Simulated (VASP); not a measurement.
CaO: single point with PBEsol

The system is CaO.

```
Ca O
1.0
     0.00000    2.38361    2.38361
     2.38361    0.00000    2.38361
     2.38361    2.38361    0.00000
Ca O
1 1
Direct
  0.00000 0.00000 0.00000
  0.50000 0.50000 0.50000
```

```yaml
Program: VASP 6.6.1
Task: single point
Functional: PBEsol
Potentials_or_basis: VASP PAW PBE potentials, release 64 (Ca_sv, O)
Cutoff: 520 eV
k_mesh: 8 × 8 × 8
Occupations: gaussian, width 0.02 eV
Spin: no spin polarisation
```

```yaml
Pressure: 0.6 GPa
Band_gap_on_the_k_mesh: 3.52 eV, indirect (least direct gap 3.89 eV)
```

Levels at points of the mesh, in eV from the valence-band top:
```
           k point  band 4  band 5  band 6  band 7  band 8  band 9  band 10  band 11  band 12  band 13
(0.00, 0.00, 0.00)  -18.11  -15.49    0.00    0.00    0.00    4.76     6.25     6.25     6.25     7.83
(0.50, 0.00, 0.00)  -18.17  -14.14   -2.75   -1.27   -1.27    7.13     8.51     8.51     8.52    10.68
(0.50, 0.50, 0.00)  -18.37  -15.25   -1.31   -0.37   -0.37    3.52     8.23     9.06     9.76     9.76
```

It took 23 s on 1 thread of AMD EPYC 7R13, on a shared host, peak memory 0.13 GiB.

Caveat: the PAW data sets were made with another functional, which shifts forces and pressure a little. As with any semilocal functional, this PBEsol gap is likely too small.
